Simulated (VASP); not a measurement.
# Pb in VASP: notebook, part 2 of 3

VASP 6.6.1.

### 3 Electric field gradients, PBE (volume scaled by 1.025)

INCAR

```
SYSTEM = Pb
PREC     = Accurate       ! precision mode
ENCUT    = 520            ! plane-wave cutoff, eV
EDIFF    = 1E-8           ! SCF threshold, eV
ISMEAR   = -1             ! smearing method
SIGMA    = 0.05           ! smearing width, eV
LREAL    = .False.        ! projectors in reciprocal space
LASPH    = .True.         ! aspherical terms in the spheres
NELM     = 100            ! most SCF steps
ALGO     = Normal         ! electronic algorithm
ISIF     = 2              ! what is computed and relaxed
LWAVE    = .False.        ! write WAVECAR
LCHARG   = .False.        ! write CHGCAR
GGA      = PE             ! functional
LEFG     = .True.       
NBANDS   = 21             ! bands
```

KPOINTS

```
Automatic mesh
0
Gamma
  8 8 8
  0 0 0
```

POSCAR

```
Pb
1.0
    0.0000000000      3.4674228325      3.4674228325
    3.4674228325      0.0000000000      3.4674228325
    3.4674228325      3.4674228325      0.0000000000
Pb
2
Direct
    0.0000000000      0.0000000000      0.0000000000
    0.2500000000      0.2500000000      0.2500000000
```

Potentials or basis: VASP PAW PBE potentials, release 64 (Pb_d).

Launch:

```
$ cat potpaw_PBE.64/Pb_d/POTCAR > POTCAR
$ mpirun -np 1 vasp_std > vasp.out
```

OUTCAR:

```text
SYSTEM = Pb
   PREC = Accurate
   ENCUT = 520
   EDIFF = 1E-8
   ISMEAR = -1
   LREAL = .False.
   LASPH = .True.
   NELM = 100
   ISIF = 2
   GGA = PE

 ion  position               nearest neighbor table
   1  0.000  0.000  0.000-   2 3.00   2 3.00   2 3.00   2 3.00
   2  0.250  0.250  0.250-   1 3.00   1 3.00   1 3.00   1 3.00

  LATTYP: Found a face centered cubic cell.
 ALAT       =     6.9348456650

  Lattice vectors:

 A1 = (   0.0000000000,   3.4674228325,   3.4674228325)
 A2 = (   3.4674228325,   0.0000000000,   3.4674228325)
 A3 = (   3.4674228325,   3.4674228325,   0.0000000000)

Analysis of symmetry for initial positions (statically):
=====================================================================
 Subroutine PRICEL returns:
 Original cell was already a primitive cell.

 Routine SETGRP: Setting up the symmetry group for a
 face centered cubic supercell.

 Subroutine GETGRP returns: Found 48 space group operations
 (whereof 24 operations were pure point group operations)
 out of a pool of 48 trial point group operations.

The static configuration has the point symmetry T_d .
 The point group associated with its full space group is O_h .

Analysis of symmetry for dynamics (positions and initial velocities):
=====================================================================
 Subroutine PRICEL returns:
 Original cell was already a primitive cell.

 Routine SETGRP: Setting up the symmetry group for a
 face centered cubic supercell.

 Subroutine GETGRP returns: Found 48 space group operations
 (whereof 24 operations were pure point group operations)
 out of a pool of 48 trial point group operations.

The dynamic configuration has the point symmetry T_d .
[... 149 lines left out ...]
 val. band max:        3.8822865971   @ k =   0.1250   0.1250   0.0000
 cond. band min:       4.1897264483   @ k =  -0.1250   0.1250   0.0000
 fundamental gap:      0.3074398512
 Fermi energy:         4.1746576519

 k-point     1 :       0.0000    0.0000    0.0000
  band No.  band energies     occupation
      1     -13.0288      2.00000
      2     -13.0288      2.00000
      3     -13.0288      2.00000
      4     -12.9565      2.00000
      5     -12.9565      2.00000
      6     -12.5525      2.00000
[... 565 lines left out ...]
     20      11.9845      0.00000
     21      12.6847      0.00000

 [... further k-points ...]
[... 5 lines left out ...]
  --------------------------------------------------------------------------------------
  -------------------------------------------------------------------------------------
  Total        0.7608066      0.7608066      0.7608066     -0.0000000      0.0000000      0.0000000
  in kB       14.6195642     14.6195642     14.6195642     -0.0000000      0.0000000      0.0000000
  external PRESSURE =      14.6195642 kB  Pullay stress =       0.0000000 kB

 VOLUME and BASIS-vectors are now :
 -----------------------------------------------------------------------------
  energy-cutoff  :      520.00
  volume of cell :       83.38
      direct lattice vectors                 reciprocal lattice vectors
     0.000000000  3.467422833  3.467422833    -0.144199316  0.144199316  0.144199316
     3.467422833  0.000000000  3.467422833     0.144199316 -0.144199316  0.144199316
     3.467422833  3.467422833  0.000000000     0.144199316  0.144199316 -0.144199316

 POSITION                                       TOTAL-FORCE (eV/Angst)
 -----------------------------------------------------------------------------------
      0.00000      0.00000      0.00000        -0.000000     -0.000000     -0.000000
      1.73371      1.73371      1.73371         0.000000      0.000000      0.000000
 -----------------------------------------------------------------------------------
    total drift:                                0.000000      0.000000      0.000000

  FREE ENERGIE OF THE ION-ELECTRON SYSTEM (eV)
  ---------------------------------------------------
  free  energy   TOTEN  =        -6.5903766513 eV

  energy  without entropy=       -6.5861782159  energy(sigma->0) =       -6.58827743

 Electric field gradients (V/A^2)
---------------------------------------------------------------------
 ion       V_xx      V_yy      V_zz      V_xy      V_xz      V_yz
---------------------------------------------------------------------
   1       0.000     0.000     0.000     0.001     0.001     0.001
   2       0.000     0.000     0.000     0.001     0.001     0.001
---------------------------------------------------------------------

 Electric field gradients after diagonalization (V/A^2)
 (convention: |V_zz| > |V_xx| > |V_yy|)
----------------------------------------------------------------------
 ion       V_xx      V_yy      V_zz     asymmetry (V_yy - V_xx)/ V_zz
----------------------------------------------------------------------
   1      -0.001    -0.001     0.002       0.000
   2      -0.001    -0.001     0.002       0.000
----------------------------------------------------------------------

           NMR quadrupolar parameters

 Cq : quadrupolar parameter    Cq=e*Q*V_zz/h
 eta: asymmetry parameters     (V_yy - V_xx)/ V_zz
 Q  : nuclear electric quadrupole moment in mb (millibarn)
----------------------------------------------------------------------
 ion       Cq(MHz)       eta       Q (mb)
----------------------------------------------------------------------
   1       0.000       0.000       1.000
   2       0.000       0.000       1.000
----------------------------------------------------------------------
```

stdout:

```text
POSCAR found type information on POSCAR Pb
 POSCAR found :  1 types and       2 ions
 scaLAPACK will be used
 LDA part: xc-table for (Slater+PW92), standard interpolation
 POSCAR, INCAR and KPOINTS ok, starting setup
 FFT: planning ... GRIDC
 FFT: planning ... GRID_SOFT
 FFT: planning ... GRID
 WAVECAR not read
 entering main loop
ion   1

ion   2
```

Wall time 18 s (1 thread of Intel Xeon 6975P-C (Granite Rapids), shared host); peak memory 0.21 GiB.

Results:

| Property | Result |
| --- | --- |
| Free energy | -6.5904 eV |
| Pressure | 1.5 GPa |
| Band gap on the k mesh | zero (band 14 reaches 4.51 eV, above the bottom of band 15 at 3.40 eV) |

Levels at points of the mesh, in eV from the Fermi level:
```tsv
k point	band 12	band 13	band 14	band 15	band 16	band 17
(0.00, 0.00, 0.00)	-4.11	0.34	0.34	0.34	2.34	2.34
(0.50, 0.00, 0.00)	-7.12	-1.02	-0.77	-0.77	3.44	3.44
(0.50, 0.50, 0.00)	-8.48	-1.96	-1.96	0.82	0.82	6.97
```

Caveat: without QUAD_EFG the Cq values of the log hold for a quadrupole moment of 1 mb, not for the nuclei; spin-orbit coupling is left out, which moves the levels of the heavy elements.

### 4 Electric field gradients, PBE (volume scaled by 1.02)

INCAR

```
SYSTEM = Pb
PREC = Accurate ; ENCUT = 520
EDIFF = 1E-8 ; ISMEAR = -1
SIGMA = 0.05 ; LREAL = .FALSE.
LASPH = .TRUE. ; NELM = 80
ALGO = Normal ; ISIF = 2
LWAVE = .FALSE. ; LCHARG = .FALSE.
GGA = PE ; LEFG = .TRUE.
NBANDS = 21
```

KPOINTS

```
regular mesh
0
G
  8 8 8
  0 0 0
```

POSCAR

```
Pb
1.0
    0.0000000000      3.4617755540      3.4617755540
    3.4617755540      0.0000000000      3.4617755540
    3.4617755540      3.4617755540      0.0000000000
Pb
2
Direct
    0.0000000000      0.0000000000      0.0000000000
    0.2500000000      0.2500000000      0.2500000000
```

Potentials or basis: VASP PAW PBE potentials, release 64 (Pb_d).

Launch:

```
$ cat potpaw_PBE.64/Pb_d/POTCAR > POTCAR
$ mpirun -np 1 vasp_std > vasp.out
```

OUTCAR:

```text
SYSTEM = Pb
   PREC = Accurate
   ENCUT = 520
   EDIFF = 1E-8
   ISMEAR = -1
   LREAL = .FALSE.
   LASPH = .TRUE.
   NELM = 80
   ISIF = 2
   GGA = PE

 ion  position               nearest neighbor table
   1  0.000  0.000  0.000-   2 3.00   2 3.00   2 3.00   2 3.00
   2  0.250  0.250  0.250-   1 3.00   1 3.00   1 3.00   1 3.00

  LATTYP: Found a face centered cubic cell.
 ALAT       =     6.9235511080

  Lattice vectors:

 A1 = (   0.0000000000,   3.4617755540,   3.4617755540)
 A2 = (   3.4617755540,   0.0000000000,   3.4617755540)
 A3 = (   3.4617755540,   3.4617755540,   0.0000000000)

Analysis of symmetry for initial positions (statically):
=====================================================================
 Subroutine PRICEL returns:
 Original cell was already a primitive cell.

 Routine SETGRP: Setting up the symmetry group for a
 face centered cubic supercell.

 Subroutine GETGRP returns: Found 48 space group operations
 (whereof 24 operations were pure point group operations)
 out of a pool of 48 trial point group operations.

The static configuration has the point symmetry T_d .
 The point group associated with its full space group is O_h .

Analysis of symmetry for dynamics (positions and initial velocities):
=====================================================================
 Subroutine PRICEL returns:
 Original cell was already a primitive cell.

 Routine SETGRP: Setting up the symmetry group for a
 face centered cubic supercell.

 Subroutine GETGRP returns: Found 48 space group operations
 (whereof 24 operations were pure point group operations)
 out of a pool of 48 trial point group operations.

The dynamic configuration has the point symmetry T_d .
 The point group associated with its full space group is O_h .

 Subroutine INISYM returns: Found 48 space group operations
 (whereof 24 operations are pure point group operations),
 and found     1 'primitive' translations

----------------------------------------------------------------------------------------

                                     Primitive cell

  volume of cell :      82.9711

  direct lattice vectors                    reciprocal lattice vectors
     0.000000000  3.461775554  3.461775554    -0.144434552  0.144434552  0.144434552
     3.461775554  0.000000000  3.461775554     0.144434552 -0.144434552  0.144434552
     3.461775554  3.461775554  0.000000000     0.144434552  0.144434552 -0.144434552

  length of vectors
     4.895689938  4.895689938  4.895689938     0.250167982  0.250167982  0.250167982

  position of ions in fractional coordinates (direct lattice)
     0.000000000  0.000000000  0.000000000
     0.250000000  0.250000000  0.250000000

  ion indices of the primitive-cell ions
   primitive index   ion index
                 1           1
                 2           2

----------------------------------------------------------------------------------------
[... 73 lines left out ...]
   NSW    =      0    number of steps for IOM
   IBRION =     -1    ionic relax: 0-MD 1-quasi-New 2-CG
   NFREE  =      0    steps in history (QN), initial steepest desc. (CG)
   ISIF   =      2    stress and relaxation
   ISYM   =      2    0-nonsym 1-usesym 2-fastsym
   POTIM  = 0.5000    time-step for ionic-motion
   TEBEG  =    0.0;   TEEND  =   0.0 temperature during run
   PSTRESS=    0.0 pullay stress
   NELECT =      28.0000    total number of electrons
   NUPDOWN=      -1.0000    fix difference up-down
   EMIN   =  10.00;   EMAX   =-10.00  energy-range for DOS
   EFERMI =   0.00;   METHOD = LEGACY
   ISMEAR =    -1;   SIGMA  =   0.05  broadening in eV -4-tet -1-fermi 0-gaus
   EFERMI_NEDOS =   21; number of points for ismear=-14 and -15
   IALGO  =     38    algorithm
   IMIX   =      4    mixing-type and parameters
     AMIX     =   0.40;   BMIX     =  1.00
     AMIX_MAG =   1.60;   BMIX_MAG =  1.00
  volume/ion in A,a.u.               =      41.49       279.96
  Fermi-wavevector in a.u.,A,eV,Ry     =   1.139774  2.153860 17.675110  1.299084
  Thomas-Fermi vector in A             =   2.276477
   LORBIT       =      0    0 simple, 1 ext, 2 COOP (PROOUT), +10 PAW based schemes
   GGA     = PE    functional components
   LHFCALC =     F    Hartree Fock is set to
   AEXX    =    0.0000 exact exchange contribution
   IVDW    =     0    specifies the selected vdW correction
   LEPSILON=     F    determine dielectric tensor
   LRPA    =     F    only Hartree local field effects (RPA)
 non-spin polarized calculation
  energy-cutoff  :      520.00
  volume of cell :       82.97
 maximum number of plane-waves:      2252
   NGX = 19   NGY = 19   NGZ = 19

 number of electron      27.9999990 magnetization

 Free energy of the ion-electron system (eV)
  ---------------------------------------------------
  ext. energy  EPLUGINS =         0.00000000
  ---------------------------------------------------
  free energy    TOTEN  =        -6.58633598 eV

  energy without entropy =       -6.58215792  energy(sigma->0) =       -6.58424695

 E-fermi :   4.2182     XC(G=0):  -8.3404

 val. band max:        3.9226188193   @ k =   0.1250   0.1250   0.0000
 cond. band min:       4.2328509982   @ k =  -0.1250   0.1250   0.0000
 fundamental gap:      0.3102321789
 Fermi energy:         4.2181796819

 k-point     1 :       0.0000    0.0000    0.0000
  band No.  band energies     occupation
      1     -12.9948      2.00000
      2     -12.9948      2.00000
      3     -12.9948      2.00000
      4     -12.9218      2.00000
      5     -12.9218      2.00000
      6     -12.5127      2.00000
[... 565 lines left out ...]
     20      12.0409      0.00000
     21      12.7449      0.00000

 [... further k-points ...]

------------------------ aborting loop because EDIFF is reached ----------------------------------------

  FORCE on cell =-STRESS in cart. coord.  units (eV):
  Direction    XX          YY          ZZ          XY          YZ          ZX
  --------------------------------------------------------------------------------------
  -------------------------------------------------------------------------------------
  Total        0.8395899      0.8395899      0.8395899     -0.0000000     -0.0000000      0.0000000
  in kB       16.2125402     16.2125402     16.2125402     -0.0000000     -0.0000000      0.0000000
  external PRESSURE =      16.2125402 kB  Pullay stress =       0.0000000 kB

 VOLUME and BASIS-vectors are now :
 -----------------------------------------------------------------------------
  energy-cutoff  :      520.00
  volume of cell :       82.97
      direct lattice vectors                 reciprocal lattice vectors
     0.000000000  3.461775554  3.461775554    -0.144434552  0.144434552  0.144434552
     3.461775554  0.000000000  3.461775554     0.144434552 -0.144434552  0.144434552
     3.461775554  3.461775554  0.000000000     0.144434552  0.144434552 -0.144434552

 POSITION                                       TOTAL-FORCE (eV/Angst)
 -----------------------------------------------------------------------------------
      0.00000      0.00000      0.00000        -0.000000     -0.000000     -0.000000
      1.73089      1.73089      1.73089         0.000000      0.000000      0.000000
 -----------------------------------------------------------------------------------
    total drift:                                0.000000      0.000000      0.000000

  FREE ENERGIE OF THE ION-ELECTRON SYSTEM (eV)
  ---------------------------------------------------
  free  energy   TOTEN  =        -6.5863359764 eV

  energy  without entropy=       -6.5821579227  energy(sigma->0) =       -6.58424695

 Electric field gradients (V/A^2)
---------------------------------------------------------------------
 ion       V_xx      V_yy      V_zz      V_xy      V_xz      V_yz
---------------------------------------------------------------------
   1      -0.000     0.000     0.000     0.001     0.001     0.001
   2      -0.000     0.000     0.000     0.001     0.001     0.001
---------------------------------------------------------------------

 Electric field gradients after diagonalization (V/A^2)
 (convention: |V_zz| > |V_xx| > |V_yy|)
----------------------------------------------------------------------
 ion       V_xx      V_yy      V_zz     asymmetry (V_yy - V_xx)/ V_zz
----------------------------------------------------------------------
   1      -0.001    -0.001     0.001       0.000
   2      -0.001    -0.001     0.001       0.000
----------------------------------------------------------------------

           NMR quadrupolar parameters

 Cq : quadrupolar parameter    Cq=e*Q*V_zz/h
 eta: asymmetry parameters     (V_yy - V_xx)/ V_zz
 Q  : nuclear electric quadrupole moment in mb (millibarn)
----------------------------------------------------------------------
 ion       Cq(MHz)       eta       Q (mb)
----------------------------------------------------------------------
   1       0.000       0.000       1.000
   2       0.000       0.000       1.000
----------------------------------------------------------------------
```

OSZICAR:

```text
N       E                     dE             d eps       ncg     rms          rms(c)
DAV:   1     0.295012103380E+03    0.29501E+03   -0.13511E+04  1218   0.146E+03
DAV:   2     0.153367527170E+02   -0.27968E+03   -0.27344E+03  1223   0.393E+02
DAV:   3    -0.578823633761E+01   -0.21125E+02   -0.20965E+02  1486   0.136E+02
DAV:   4    -0.656399355289E+01   -0.77576E+00   -0.77543E+00  1403   0.313E+01
DAV:   5    -0.660962935655E+01   -0.45636E-01   -0.45634E-01  1889   0.668E+00    0.146E+00
DAV:   6    -0.659116043921E+01    0.18469E-01   -0.28470E-02  1688   0.230E+00    0.846E-01
DAV:   7    -0.658487219115E+01    0.62882E-02   -0.26508E-02  1682   0.212E+00    0.162E-01
DAV:   8    -0.658603848125E+01   -0.11663E-02   -0.47350E-03  1446   0.767E-01    0.385E-02
DAV:   9    -0.658631572958E+01   -0.27725E-03   -0.46529E-04  1363   0.247E-01    0.175E-02
DAV:  10    -0.658633087363E+01   -0.15144E-04   -0.48929E-05  1474   0.757E-02    0.512E-03
DAV:  11    -0.658633586991E+01   -0.49963E-05   -0.94211E-06  1592   0.249E-02    0.564E-04
DAV:  12    -0.658633588307E+01   -0.13158E-07   -0.32894E-07  1618   0.470E-03    0.239E-04
DAV:  13    -0.658633596916E+01   -0.86087E-07   -0.15967E-08  1163   0.101E-03    0.122E-04
DAV:  14    -0.658633597636E+01   -0.72027E-08   -0.16996E-09   959   0.378E-04
   1 F= -.65863360E+01 E0= -.65842469E+01  d E =-.417805E-02
```

stdout:

```text
POSCAR found type information on POSCAR Pb
 POSCAR found :  1 types and       2 ions
 scaLAPACK will be used
 LDA part: xc-table for (Slater+PW92), standard interpolation
 POSCAR, INCAR and KPOINTS ok, starting setup
 FFT: planning ... GRIDC
 FFT: planning ... GRID_SOFT
 FFT: planning ... GRID
 WAVECAR not read
 entering main loop
ion   1

ion   2
```

It took 17 s on 1 thread of Intel Xeon 6975P-C (Granite Rapids), shared host; peak memory 0.21 GiB.

Results:

```yaml
Free_energy: -6.5863 eV
Pressure: 1.6 GPa
Band_gap_on_the_k_mesh: zero (band 14 reaches 4.56 eV, above the bottom of band 15 at 3.44 eV)
```

Levels at points of the mesh, in eV from the Fermi level:
| k point | band 12 | band 13 | band 14 | band 15 | band 16 | band 17 |
| --- | --- | --- | --- | --- | --- | --- |
| (0.00, 0.00, 0.00) | -4.08 | 0.34 | 0.34 | 0.34 | 2.34 | 2.34 |
| (0.50, 0.00, 0.00) | -7.13 | -1.02 | -0.78 | -0.78 | 3.45 | 3.45 |
| (0.50, 0.50, 0.00) | -8.49 | -1.97 | -1.97 | 0.82 | 0.82 | 7.00 |

Caveat: without QUAD_EFG the Cq values of the log hold for a quadrupole moment of 1 mb, not for the nuclei; spin-orbit coupling is left out, which moves the levels of the heavy elements.

[end of part 2 of 3]
